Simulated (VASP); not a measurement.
# Cd (Fm-3m) in VASP: further runs

Runs on Cd. Level: PBE. Tasks: single point.

Program: VASP 6.6.1. These are calculated values, not measurements. Logs are shortened: lines on timing, memory, paths and dates and some standing lists are left out, and cuts for length are marked.

## Step 1: The cell of the first run

It takes space group Fm-3m (No. 225, cubic). Conventional cell: a = 4.474 Å, b = 4.474 Å, c = 4.474 Å, α = 90.00°, β = 90.00°, γ = 90.00°. Within 4.2 Å of Cd (site symmetry m-3m) lie 12 Cd at 3.16 Å.

This isn't the form of Cd at room conditions, which is hcp.

## Step 2: Single point, PBE

Contents of INCAR:

```
SYSTEM = Cd
PREC = Accurate ; ENCUT = 520
EDIFF = 1E-6 ; ISMEAR = -1
SIGMA = 0.06122561905347299 ; LREAL = .False.
LASPH = .True. ; NELM = 60
ALGO = Normal ; ISIF = 2
LWAVE = .False. ; LCHARG = .False.
GGA = PE ; NBANDS = 12
```

Contents of KPOINTS:

```
Automatic mesh
0
Gamma
  14 14 14
  0 0 0
```

Contents of POSCAR:

```
Cd
1.0
    0.0000000000      2.2371783765      2.2371783765
    2.2371783765      0.0000000000      2.2371783765
    2.2371783765      2.2371783765      0.0000000000
Cd
1
Direct
    0.0000000000      0.0000000000      0.0000000000
```

Potentials or basis: VASP PAW PBE potentials, release 64 (Cd).

Command:

```sh
> cat potpaw_PBE.64/Cd/POTCAR > POTCAR
> mpirun -np 1 vasp_std > vasp.out
```

OUTCAR:

```text
SYSTEM = Cd
   PREC = Accurate
   ENCUT = 520
   EDIFF = 1E-6
   ISMEAR = -1
   LREAL = .False.
   LASPH = .True.
   NELM = 60
   ISIF = 2
   GGA = PE

 ion  position               nearest neighbor table
   1  0.000  0.000  0.000-

  LATTYP: Found a face centered cubic cell.
 ALAT       =     4.4743567530

  Lattice vectors:

 A1 = (   0.0000000000,   2.2371783765,   2.2371783765)
 A2 = (   2.2371783765,   0.0000000000,   2.2371783765)
 A3 = (   2.2371783765,   2.2371783765,   0.0000000000)

Analysis of symmetry for initial positions (statically):
=====================================================================
 Subroutine PRICEL returns:
 Original cell was already a primitive cell.

 Routine SETGRP: Setting up the symmetry group for a
 face centered cubic supercell.

 Subroutine GETGRP returns: Found 48 space group operations
 (whereof 48 operations were pure point group operations)
 out of a pool of 48 trial point group operations.

The static configuration has the point symmetry O_h .

Analysis of symmetry for dynamics (positions and initial velocities):
=====================================================================
 Subroutine PRICEL returns:
 Original cell was already a primitive cell.

 Routine SETGRP: Setting up the symmetry group for a
 face centered cubic supercell.

 Subroutine GETGRP returns: Found 48 space group operations
 (whereof 48 operations were pure point group operations)
 out of a pool of 48 trial point group operations.

The dynamic configuration has the point symmetry O_h .

 Subroutine INISYM returns: Found 48 space group operations
 (whereof 48 operations are pure point group operations),
 and found     1 'primitive' translations

----------------------------------------------------------------------------------------

                                     Primitive cell

  volume of cell :      22.3940

  direct lattice vectors                    reciprocal lattice vectors
     0.000000000  2.237178377  2.237178377    -0.223495813  0.223495813  0.223495813
     2.237178377  0.000000000  2.237178377     0.223495813 -0.223495813  0.223495813
     2.237178377  2.237178377  0.000000000     0.223495813  0.223495813 -0.223495813

  length of vectors
     3.163848001  3.163848001  3.163848001     0.387106103  0.387106103  0.387106103

  position of ions in fractional coordinates (direct lattice)
     0.000000000  0.000000000  0.000000000

  ion indices of the primitive-cell ions
   primitive index   ion index
                 1           1

----------------------------------------------------------------------------------------

 KPOINTS: Automatic mesh

Automatic generation of k-mesh.
 Grid dimensions read from file:
 generate k-points for:   14   14   14

 Generating k-lattice:

  Cartesian coordinates                     Fractional coordinates (reciprocal lattice)
    -0.015963987  0.015963987  0.015963987     0.071428571  0.000000000  0.000000000
     0.015963987 -0.015963987  0.015963987     0.000000000  0.071428571  0.000000000
     0.015963987  0.015963987 -0.015963987     0.000000000  0.000000000  0.071428571

  Length of vectors
     0.027650436  0.027650436  0.027650436

  Shift w.r.t. Gamma in fractional coordinates (k-lattice)
     0.000000000  0.000000000  0.000000000

 Subroutine IBZKPT returns following result:
 ===========================================

 Found    104 irreducible k-points:

 Following reciprocal coordinates:
            Coordinates               Weight
  0.000000  0.000000  0.000000      1.000000
  0.071429  0.000000  0.000000      8.000000
  0.142857  0.000000  0.000000      8.000000
  0.214286  0.000000  0.000000      8.000000
  0.285714  0.000000  0.000000      8.000000
  0.357143  0.000000  0.000000      8.000000
[... 16 lines left out ...]
  0.214286  0.142857  0.000000     24.000000
  0.285714  0.142857  0.000000     24.000000
 [... further k-points ...]
   k-points           NKPTS =    104   k-points in BZ     NKDIM =    104   number of bands    NBANDS=     12
   number of dos      NEDOS =    301   number of ions     NIONS =      1
   total plane-waves  NPLWV =  13824
   dimension x,y,z NGX =    24 NGY =   24 NGZ =   24
   dimension x,y,z NGXF=    48 NGYF=   48 NGZF=   48
   ions per type =               1
   NGX,Y,Z   is equivalent  to a cutoff of  12.61, 12.61, 12.61 a.u.
   NGXF,Y,Z  is equivalent  to a cutoff of  25.22, 25.22, 25.22 a.u.
 SYSTEM =  Cd
   PREC   = accura    normal or accurate (medium, high low for compatibility)
   ISTART =      0    job   : 0-new  1-cont  2-samecut
   ICHARG =      2    charge: 1-file 2-atom 10-const
   ISPIN  =      1    spin polarized calculation?
   LNONCOLLINEAR =      F non collinear calculations
   LSORBIT =      F    spin-orbit coupling
   LASPH  =      T    aspherical Exc in radial PAW
   ENCUT  =  520.0 eV  38.22 Ry    6.18 a.u.   5.88  5.88  5.88*2*pi/ulx,y,z
   NELM   =     60;   NELMIN=  2; NELMDL= -5     # of ELM steps
   EDIFF  = 0.1E-05   stopping-criterion for ELM
   LREAL  =      F    real-space projection
   EDIFFG = 0.1E-04   stopping-criterion for IOM
   NSW    =      0    number of steps for IOM
   IBRION =     -1    ionic relax: 0-MD 1-quasi-New 2-CG
   NFREE  =      0    steps in history (QN), initial steepest desc. (CG)
   ISIF   =      2    stress and relaxation
   ISYM   =      2    0-nonsym 1-usesym 2-fastsym
   POTIM  = 0.5000    time-step for ionic-motion
   TEBEG  =    0.0;   TEEND  =   0.0 temperature during run
   PSTRESS=    0.0 pullay stress
   NELECT =      12.0000    total number of electrons
   NUPDOWN=      -1.0000    fix difference up-down
   EMIN   =  10.00;   EMAX   =-10.00  energy-range for DOS
   EFERMI =   0.00;   METHOD = LEGACY
   ISMEAR =    -1;   SIGMA  =   0.06  broadening in eV -4-tet -1-fermi 0-gaus
   EFERMI_NEDOS =   21; number of points for ismear=-14 and -15
   IALGO  =     38    algorithm
   IMIX   =      4    mixing-type and parameters
     AMIX     =   0.40;   BMIX     =  1.00
     AMIX_MAG =   1.60;   BMIX_MAG =  1.00
  volume/ion in A,a.u.               =      22.39       151.12
  Fermi-wavevector in a.u.,A,eV,Ry     =   1.329713  2.512794 24.056966  1.768137
  Thomas-Fermi vector in A             =   2.458855
   LORBIT       =      0    0 simple, 1 ext, 2 COOP (PROOUT), +10 PAW based schemes
   GGA     = PE    functional components
   LHFCALC =     F    Hartree Fock is set to
   AEXX    =    0.0000 exact exchange contribution
   IVDW    =     0    specifies the selected vdW correction
   LEPSILON=     F    determine dielectric tensor
   LRPA    =     F    only Hartree local field effects (RPA)
 non-spin polarized calculation
  energy-cutoff  :      520.00
  volume of cell :       22.39
 maximum number of plane-waves:       620
   NGX = 11   NGY = 11   NGZ = 11

 number of electron      11.9999996 magnetization

 Free energy of the ion-electron system (eV)
  ---------------------------------------------------
  ext. energy  EPLUGINS =         0.00000000
  ---------------------------------------------------
  free energy    TOTEN  =        -0.74642579 eV

  energy without entropy =       -0.74428903  energy(sigma->0) =       -0.74535741

 E-fermi :   2.6149     XC(G=0): -10.8521

 val. band max:        2.4415123388   @ k =  -0.4286   0.4286   0.0000
 cond. band min:       2.6510950911   @ k =   0.5000   0.1429   0.0000
 fundamental gap:      0.2095827523
 Fermi energy:         2.6148556495

 k-point     1 :       0.0000    0.0000    0.0000
  band No.  band energies     occupation
      1      -6.4171      2.00000
      2      -6.4171      2.00000
      3      -6.4171      2.00000
      4      -5.9885      2.00000
      5      -5.9885      2.00000
      6      -5.9452      2.00000
      7      16.4587      0.00000
      8      17.3530      0.00000
      9      17.3530      0.00000
     10      17.3530      0.00000
     11      20.6817      0.00000
     12      20.6817      0.00000

 k-point     2 :       0.0714    0.0000    0.0000
  band No.  band energies     occupation
      1      -6.4309      2.00000
      2      -6.3968      2.00000
      3      -6.3968      2.00000
      4      -5.9932      2.00000
      5      -5.9932      2.00000
      6      -5.8134      2.00000
      7      15.4343      0.00000
      8      16.6913      0.00000
      9      17.1399      0.00000
     10      17.1399      0.00000
     11      21.0480      0.00000
     12      21.0481      0.00000

 k-point     3 :       0.1429    0.0000    0.0000
  band No.  band energies     occupation
      1      -6.4882      2.00000
      2      -6.3506      2.00000
      3      -6.3506      2.00000
      4      -5.9947      2.00000
      5      -5.9947      2.00000
      6      -5.3979      2.00000
      7      12.7963      0.00000
      8      16.6414      0.00000
      9      16.6768      0.00000
     10      16.6768      0.00000
     11      20.9256      0.00000
     12      21.8015      0.00000
[... 286 lines left out ...]
 k-point    23 :       0.2143    0.1429    0.0000
  band No.  band energies     occupation
      1      -6.5834      2.00000
      2      -6.2421      2.00000
      3      -6.2177      2.00000
      4      -6.2104      2.00000
      5      -5.8880      2.00000
      6      -4.6888      2.00000
      7      12.2214      0.00000
      8      13.7707      0.00000
      9      15.1410      0.00000
     10      16.6078      0.00000
     11      16.7140      0.00000
     12      22.9929      0.00000

 k-point    24 :       0.2857    0.1429    0.0000
  band No.  band energies     occupation
      1      -6.6338      2.00000
      2      -6.3026      2.00000
      3      -6.1878      2.00000
      4      -6.1710      2.00000
      5      -5.8117      2.00000
      6      -3.8820      2.00000
      7       9.5904      0.00000
      8      13.2163      0.00000
      9      14.8152      0.00000
     10      15.2297      0.00000
     11      18.2649      0.00000
     12      22.5460      0.00000

 [... further k-points ...]
[... 5 lines left out ...]
  --------------------------------------------------------------------------------------
  -------------------------------------------------------------------------------------
  Total        0.1435176      0.1435176      0.1435176     -0.0000000      0.0000000     -0.0000000
  in kB       10.2679535     10.2679535     10.2679535     -0.0000000      0.0000000     -0.0000000
  external PRESSURE =      10.2679535 kB  Pullay stress =       0.0000000 kB

 VOLUME and BASIS-vectors are now :
 -----------------------------------------------------------------------------
  energy-cutoff  :      520.00
  volume of cell :       22.39
      direct lattice vectors                 reciprocal lattice vectors
     0.000000000  2.237178377  2.237178377    -0.223495813  0.223495813  0.223495813
     2.237178377  0.000000000  2.237178377     0.223495813 -0.223495813  0.223495813
     2.237178377  2.237178377  0.000000000     0.223495813  0.223495813 -0.223495813

 POSITION                                       TOTAL-FORCE (eV/Angst)
 -----------------------------------------------------------------------------------
      0.00000      0.00000      0.00000        -0.000000     -0.000000     -0.000000
 -----------------------------------------------------------------------------------
    total drift:                                0.000000      0.000000      0.000000

  FREE ENERGIE OF THE ION-ELECTRON SYSTEM (eV)
  ---------------------------------------------------
  free  energy   TOTEN  =        -0.7464257920 eV

  energy  without entropy=       -0.7442890273  energy(sigma->0) =       -0.74535741
```

Wall time 19 s (1 thread of Intel Xeon 8259CL, shared host); peak memory 0.15 GiB.

What came out:

```yaml
Free_energy: -0.7464 eV
Pressure: 1.0 GPa
Band_gap_on_the_k_mesh: zero (bands 6 and 7 overlap by 2.76 eV)
```

## Step 3: Single point, PBE

This run uses another cell than the first one, of 22.85 Å³/atom.

Contents of INCAR:

```
SYSTEM = Cd
PREC = Accurate
ENCUT = 520
EDIFF = 1E-6
ISMEAR = -1
SIGMA = 0.06122561905347299
LREAL = .FALSE.
LASPH = .TRUE.
NELM = 100
ALGO = Normal
ISIF = 2
LWAVE = .FALSE.
LCHARG = .TRUE.
GGA = PE
LELF = .TRUE.
LVHAR = .TRUE.
NBANDS = 12
```

Contents of KPOINTS:

```
regular mesh
0
G
  14 14 14
  0 0 0
```

Contents of POSCAR:

```
Cd
1.0
    0.0000000000      2.2522949052      2.2522949052
    2.2522949052      0.0000000000      2.2522949052
    2.2522949052      2.2522949052      0.0000000000
Cd
1
Direct
    0.0000000000      0.0000000000      0.0000000000
```

Potentials or basis: VASP PAW PBE potentials, release 64 (Cd).

Command:

```sh
> cat potpaw_PBE.64/Cd/POTCAR > POTCAR
> mpirun -np 1 vasp_std > vasp.out
```

It took 16 s on 1 thread of Intel Xeon 8259CL, shared host; peak memory 0.16 GiB.

The run converged. Its results:

```
Free energy            : -0.7480 eV
Pressure               : 0.1 GPa
Band gap on the k mesh : zero (bands 6 and 7 overlap by 2.79 eV)
```

Levels at points of the mesh, in eV from the Fermi level:
```
           k point  band 3  band 4  band 5  band 6  band 7  band 8  band 9  band 10
(0.00, 0.00, 0.00)   -8.98   -8.57   -8.57   -8.41   13.77   14.54   14.54    14.54
(0.50, 0.00, 0.00)   -8.97   -8.23   -8.23   -2.10   -1.35   12.18   12.18    12.89
(0.50, 0.50, 0.00)   -8.25   -8.14   -8.14   -0.65    1.26    6.68    6.68    10.76
```

[end of part 1 of 2]

The gap in the log of VASP goes by the Fermi energy; the results here count the filled bands.